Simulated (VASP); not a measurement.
# SiNi3: single point with PBEsol

SiNi3:

```
CELL_PARAMETERS angstrom
3.38053 0.00000 0.00000
0.00000 3.38053 0.00000
0.00000 0.00000 3.38053
ATOMIC_POSITIONS crystal
Ni 0.50000 0.50000 0.00000
Ni 0.50000 0.00000 0.50000
Ni 0.00000 0.50000 0.50000
Si 0.00000 0.00000 0.00000
```

```yaml
Program: VASP 6.6.1
Task: single point
Functional: PBEsol
Potentials_or_basis: VASP PAW PBE potentials, release 64 (Ni, Si)
Cutoff: 520 eV
k_mesh: 8 × 8 × 8
Occupations: fermi-dirac, width 0.05 eV
Spin: collinear spin, ferromagnetic start
Starting_moments: "[1.0, 1.0, 1.0, 0.0] μB"
```

The pressure is 20.0 GPa, the band gap on the k mesh is zero (filled and empty bands overlap) and the net moment is 0.00 μB per cell. The valence electrons inside the program's atomic spheres are Ni 9.73; Si 1.62.

Levels at points of the mesh, in eV from the Fermi level:
Spin up:
```csv
k point,band 14,band 15,band 16,band 17,band 18,band 19,band 20,band 21
"(0.00, 0.00, 0.00)",-0.71,-0.71,-0.33,0.05,0.05,0.05,5.92,6.86
"(0.50, 0.00, 0.00)",-1.51,-1.34,-0.63,0.05,4.07,4.07,5.52,5.52
"(0.50, 0.50, 0.00)",-1.67,-1.29,-1.19,-1.12,0.78,0.78,6.34,6.91
"(0.50, 0.50, 0.50)",-1.46,-1.46,-0.66,-0.23,-0.23,-0.23,1.75,4.51
```
Spin down:
```csv
k point,band 14,band 15,band 16,band 17,band 18,band 19,band 20,band 21
"(0.00, 0.00, 0.00)",-0.71,-0.71,-0.33,0.05,0.05,0.05,5.92,6.86
"(0.50, 0.00, 0.00)",-1.51,-1.34,-0.63,0.05,4.07,4.07,5.52,5.52
"(0.50, 0.50, 0.00)",-1.67,-1.29,-1.19,-1.12,0.78,0.78,6.34,6.91
"(0.50, 0.50, 0.50)",-1.46,-1.46,-0.66,-0.23,-0.23,-0.23,1.75,4.51
```

Wall time 120 s on 1 thread of Intel(R) Xeon(R) Platinum 8259CL CPU @ 2.50GHz (Skylake/Cascade Lake), with other jobs on the host, peak memory 0.2 GiB.

Caveat: the cell stands under pressure; the PAW data sets were made with another functional, which shifts forces and pressure a little.
